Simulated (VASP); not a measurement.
# BP (rocksalt type) (Fm-3m) in VASP: further runs

BP (rocksalt type) is run at these levels: PBE; tasks: single point, relaxation of cell and atoms.

Program: VASP 6.6.1. These are calculated values, not measurements. Logs are shortened: lines on timing, memory, paths and dates and some standing lists are left out, and cuts for length are marked.

### Step 1. The cell of the first run

The structure is cubic, space group Fm-3m (No. 225). The conventional cell has a = 4.320 Å, b = 4.320 Å, c = 4.320 Å, α = 90.00°, β = 90.00°, γ = 90.00°. B (site symmetry m-3m) has 6 P at 2.16 Å within 2.9 Å. Within 2.9 Å of P (site symmetry m-3m) lie 6 B at 2.16 Å.

### Step 2. Single point, PBE

The input, INCAR:

```
SYSTEM = BP
  ALGO = Normal
  EDIFF = 1E-6
  ENCUT = 520
  GGA = PE
  ISIF = 2
  ISMEAR = -1
  LASPH = .TRUE.
  LCHARG = .FALSE.
  LREAL = .FALSE.
  LWAVE = .FALSE.
  NBANDS = 11
  NELM = 80
  PREC = Accurate
  SIGMA = 0.05
```

The input, KPOINTS:

```
k-points
0
G
  16 16 16
  0 0 0
```

The input, POSCAR:

```
BP
1.0
    0.0000000000      2.1597997177      2.1597997177
    2.1597997177      0.0000000000      2.1597997177
    2.1597997177      2.1597997177      0.0000000000
B P
1 1
Direct
    0.0000000000      0.0000000000      0.0000000000
    0.5000000000      0.5000000000      0.5000000000
```

Potentials or basis: VASP PAW PBE potentials, release 64 (B, P).

On the command line:

```
$ cat potpaw_PBE.64/B/POTCAR potpaw_PBE.64/P/POTCAR > POTCAR
$ mpirun -np 1 vasp_std > vasp.out
```

OUTCAR:

```text
SYSTEM = BP
   EDIFF = 1E-6
   ENCUT = 520
   GGA = PE
   ISIF = 2
   ISMEAR = -1
   LASPH = .TRUE.
   LREAL = .FALSE.
   NELM = 80
   PREC = Accurate

 ion  position               nearest neighbor table
   1  0.000  0.000  0.000-   2 2.16   2 2.16   2 2.16   2 2.16   2 2.16   2 2.16
   2  0.500  0.500  0.500-   1 2.16   1 2.16   1 2.16   1 2.16   1 2.16   1 2.16

  LATTYP: Found a face centered cubic cell.
 ALAT       =     4.3195994354

  Lattice vectors:

 A1 = (   0.0000000000,   2.1597997177,   2.1597997177)
 A2 = (   2.1597997177,   0.0000000000,   2.1597997177)
 A3 = (   2.1597997177,   2.1597997177,   0.0000000000)

Analysis of symmetry for initial positions (statically):
=====================================================================
 Subroutine PRICEL returns:
 Original cell was already a primitive cell.

 Routine SETGRP: Setting up the symmetry group for a
 face centered cubic supercell.

 Subroutine GETGRP returns: Found 48 space group operations
 (whereof 48 operations were pure point group operations)
 out of a pool of 48 trial point group operations.

The static configuration has the point symmetry O_h .

Analysis of symmetry for dynamics (positions and initial velocities):
=====================================================================
 Subroutine PRICEL returns:
 Original cell was already a primitive cell.

 Routine SETGRP: Setting up the symmetry group for a
 face centered cubic supercell.

 Subroutine GETGRP returns: Found 48 space group operations
 (whereof 48 operations were pure point group operations)
 out of a pool of 48 trial point group operations.

The dynamic configuration has the point symmetry O_h .

 Subroutine INISYM returns: Found 48 space group operations
 (whereof 48 operations are pure point group operations),
 and found     1 'primitive' translations

----------------------------------------------------------------------------------------

                                     Primitive cell

  volume of cell :      20.1498

  direct lattice vectors                    reciprocal lattice vectors
     0.000000000  2.159799718  2.159799718    -0.231502947  0.231502947  0.231502947
     2.159799718  0.000000000  2.159799718     0.231502947 -0.231502947  0.231502947
     2.159799718  2.159799718  0.000000000     0.231502947  0.231502947 -0.231502947

  length of vectors
     3.054418053  3.054418053  3.054418053     0.400974867  0.400974867  0.400974867

  position of ions in fractional coordinates (direct lattice)
     0.000000000  0.000000000  0.000000000
     0.500000000  0.500000000  0.500000000

  ion indices of the primitive-cell ions
   primitive index   ion index
                 1           1
                 2           2

----------------------------------------------------------------------------------------

 KPOINTS: k-points

Automatic generation of k-mesh.
 Grid dimensions read from file:
 generate k-points for:   16   16   16

 Generating k-lattice:

  Cartesian coordinates                     Fractional coordinates (reciprocal lattice)
    -0.014468934  0.014468934  0.014468934     0.062500000  0.000000000  0.000000000
     0.014468934 -0.014468934  0.014468934     0.000000000  0.062500000  0.000000000
     0.014468934  0.014468934 -0.014468934     0.000000000  0.000000000  0.062500000

  Length of vectors
     0.025060929  0.025060929  0.025060929

  Shift w.r.t. Gamma in fractional coordinates (k-lattice)
     0.000000000  0.000000000  0.000000000

 Subroutine IBZKPT returns following result:
 ===========================================

 Found    145 irreducible k-points:

 Following reciprocal coordinates:
            Coordinates               Weight
  0.000000  0.000000  0.000000      1.000000
  0.062500  0.000000  0.000000      8.000000
  0.125000  0.000000  0.000000      8.000000
  0.187500  0.000000  0.000000      8.000000
  0.250000  0.000000  0.000000      8.000000
  0.312500  0.000000  0.000000      8.000000
[... 16 lines left out ...]
 -0.125000  0.062500  0.000000     24.000000
 -0.062500  0.062500  0.000000     12.000000
 [... further k-points ...]
   k-points           NKPTS =    145   k-points in BZ     NKDIM =    145   number of bands    NBANDS=     11
   number of dos      NEDOS =    301   number of ions     NIONS =      2
   total plane-waves  NPLWV =  13824
   dimension x,y,z NGX =    24 NGY =   24 NGZ =   24
   dimension x,y,z NGXF=    48 NGYF=   48 NGZF=   48
   ions per type =               1   1
   NGX,Y,Z   is equivalent  to a cutoff of  13.06, 13.06, 13.06 a.u.
   NGXF,Y,Z  is equivalent  to a cutoff of  26.13, 26.13, 26.13 a.u.
 SYSTEM =  BP
   PREC   = accura    normal or accurate (medium, high low for compatibility)
   ISTART =      0    job   : 0-new  1-cont  2-samecut
   ICHARG =      2    charge: 1-file 2-atom 10-const
   ISPIN  =      1    spin polarized calculation?
   LNONCOLLINEAR =      F non collinear calculations
   LSORBIT =      F    spin-orbit coupling
   LASPH  =      T    aspherical Exc in radial PAW
   ENCUT  =  520.0 eV  38.22 Ry    6.18 a.u.   5.68  5.68  5.68*2*pi/ulx,y,z
   NELM   =     80;   NELMIN=  2; NELMDL= -5     # of ELM steps
   EDIFF  = 0.1E-05   stopping-criterion for ELM
   LREAL  =      F    real-space projection
   EDIFFG = 0.1E-04   stopping-criterion for IOM
   NSW    =      0    number of steps for IOM
   IBRION =     -1    ionic relax: 0-MD 1-quasi-New 2-CG
   NFREE  =      0    steps in history (QN), initial steepest desc. (CG)
   ISIF   =      2    stress and relaxation
   ISYM   =      2    0-nonsym 1-usesym 2-fastsym
   POTIM  = 0.5000    time-step for ionic-motion
   TEBEG  =    0.0;   TEEND  =   0.0 temperature during run
   PSTRESS=    0.0 pullay stress
   NELECT =       8.0000    total number of electrons
   NUPDOWN=      -1.0000    fix difference up-down
   EMIN   =  10.00;   EMAX   =-10.00  energy-range for DOS
   EFERMI =   0.00;   METHOD = LEGACY
   ISMEAR =    -1;   SIGMA  =   0.05  broadening in eV -4-tet -1-fermi 0-gaus
   EFERMI_NEDOS =   21; number of points for ismear=-14 and -15
   IALGO  =     38    algorithm
   IMIX   =      4    mixing-type and parameters
     AMIX     =   0.40;   BMIX     =  1.00
     AMIX_MAG =   1.60;   BMIX_MAG =  1.00
  volume/ion in A,a.u.               =      10.07        67.99
  Fermi-wavevector in a.u.,A,eV,Ry     =   1.203228  2.273772 19.697946  1.447758
  Thomas-Fermi vector in A             =   2.338988
   LORBIT       =      0    0 simple, 1 ext, 2 COOP (PROOUT), +10 PAW based schemes
   GGA     = PE    functional components
   LHFCALC =     F    Hartree Fock is set to
   AEXX    =    0.0000 exact exchange contribution
   IVDW    =     0    specifies the selected vdW correction
   LEPSILON=     F    determine dielectric tensor
   LRPA    =     F    only Hartree local field effects (RPA)
 non-spin polarized calculation
  energy-cutoff  :      520.00
  volume of cell :       20.15
 maximum number of plane-waves:       560
   NGX = 11   NGY = 11   NGZ = 11

 number of electron       7.9999999 magnetization

 Free energy of the ion-electron system (eV)
  ---------------------------------------------------
  ext. energy  EPLUGINS =         0.00000000
  ---------------------------------------------------
  free energy    TOTEN  =       -10.80778838 eV

  energy without entropy =      -10.80255633  energy(sigma->0) =      -10.80517236

 E-fermi :   9.6948     XC(G=0): -11.9420

 val. band max:        9.6928545571   @ k =   0.1250   0.0625   0.0000
 cond. band min:       9.7087068661   @ k =  -0.3750   0.5000   0.1250
 fundamental gap:      0.0158523091
 Fermi energy:         9.6948388217

 k-point     1 :       0.0000    0.0000    0.0000
  band No.  band energies     occupation
      1      -7.2067      2.00000
      2       9.7141      0.80972
      3       9.7141      0.80972
      4       9.7141      0.80972
      5      16.2191      0.00000
      6      17.6280      0.00000
      7      17.6280      0.00000
      8      17.6280      0.00000
      9      18.3262      0.00000
     10      18.3262      0.00000
     11      18.3262      0.00000

 k-point     2 :       0.0625    0.0000    0.0000
  band No.  band energies     occupation
      1      -7.1234      2.00000
      2       9.1633      1.99995
      3       9.6877      1.07098
      4       9.6877      1.07098
      5      16.3577      0.00000
      6      17.6329      0.00000
      7      17.6329      0.00000
      8      17.7241      0.00000
      9      17.8225      0.00000
     10      17.8225      0.00000
     11      18.2771      0.00000

 k-point     3 :       0.1250    0.0000    0.0000
  band No.  band energies     occupation
      1      -6.8741      2.00000
      2       7.8384      2.00000
      3       9.6257      1.59908
      4       9.6257      1.59908
      5      16.2722      0.00000
      6      16.3735      0.00000
      7      16.3735      0.00000
      8      17.9785      0.00000
      9      18.3877      0.00000
     10      18.3877      0.00000
     11      18.5087      0.00000

 k-point     4 :       0.1875    0.0000    0.0000
  band No.  band energies     occupation
      1      -6.4604      2.00000
      2       6.1937      2.00000
      3       9.5682      1.85283
      4       9.5682      1.85283
      5      15.0977      0.00000
      6      15.0977      0.00000
      7      15.9187      0.00000
      8      17.7549      0.00000
      9      19.2784      0.00000
     10      19.2784      0.00000
     11      19.5597      0.00000
[... 239 lines left out ...]
 k-point    22 :      -0.1875    0.0625    0.0000
  band No.  band energies     occupation
      1      -6.2128      2.00000
      2       5.6660      2.00000
      3       8.4981      2.00000
      4      10.2743      0.00002
      5      13.6386      0.00000
      6      14.9681      0.00000
      7      16.3988      0.00000
      8      18.1237      0.00000
      9      19.0411      0.00000
     10      19.0901      0.00000
     11      21.3527      0.00000

 k-point    23 :      -0.1250    0.0625    0.0000
  band No.  band energies     occupation
      1      -6.6806      2.00000
      2       7.3208      2.00000
      3       8.7092      2.00000
      4      10.1200      0.00041
      5      14.9078      0.00000
      6      15.9231      0.00000
      7      16.8538      0.00000
      8      17.9643      0.00000
      9      18.2956      0.00000
     10      18.4971      0.00000
     11      20.0237      0.00000

 k-point    24 :      -0.0625    0.0625    0.0000
  band No.  band energies     occupation
      1      -6.9848      2.00000
      2       8.6418      2.00000
      3       9.0924      1.99999
      4       9.9303      0.01786
      5      16.2797      0.00000
      6      16.4341      0.00000
      7      17.4006      0.00000
      8      17.5501      0.00000
      9      17.8654      0.00000
     10      18.5026      0.00000
     11      18.7906      0.00000

 [... further k-points ...]

------------------------ aborting loop because EDIFF is reached ----------------------------------------

  FORCE on cell =-STRESS in cart. coord.  units (eV):
  Direction    XX          YY          ZZ          XY          YZ          ZX
  --------------------------------------------------------------------------------------
  -------------------------------------------------------------------------------------
  Total       -0.0286064     -0.0286064     -0.0286064     -0.0000000      0.0000000      0.0000000
  in kB       -2.2745898     -2.2745898     -2.2745898     -0.0000000      0.0000000      0.0000000
  external PRESSURE =      -2.2745898 kB  Pullay stress =       0.0000000 kB

 VOLUME and BASIS-vectors are now :
 -----------------------------------------------------------------------------
  energy-cutoff  :      520.00
  volume of cell :       20.15
      direct lattice vectors                 reciprocal lattice vectors
     0.000000000  2.159799718  2.159799718    -0.231502947  0.231502947  0.231502947
     2.159799718  0.000000000  2.159799718     0.231502947 -0.231502947  0.231502947
     2.159799718  2.159799718  0.000000000     0.231502947  0.231502947 -0.231502947

 POSITION                                       TOTAL-FORCE (eV/Angst)
 -----------------------------------------------------------------------------------
      0.00000      0.00000      0.00000        -0.000000     -0.000000      0.000000
      2.15980      2.15980      2.15980         0.000000      0.000000     -0.000000
 -----------------------------------------------------------------------------------
    total drift:                                0.000000     -0.000000     -0.000000

  FREE ENERGIE OF THE ION-ELECTRON SYSTEM (eV)
  ---------------------------------------------------
  free  energy   TOTEN  =       -10.8077883849 eV

  energy  without entropy=      -10.8025563291  energy(sigma->0) =      -10.80517236
```

It took 9.5 s on 1 thread of Intel Xeon 6975P-C, shared host; peak memory 0.15 GiB.

What came out:

| Quantity | Value |
| --- | --- |
| Free energy | -10.8078 eV |
| Pressure | -0.2 GPa |
| Band gap on the k mesh | zero (band 4 reaches 11.03 eV, above the bottom of band 5 at 6.90 eV) |

(Continued in part 2 of 2.)
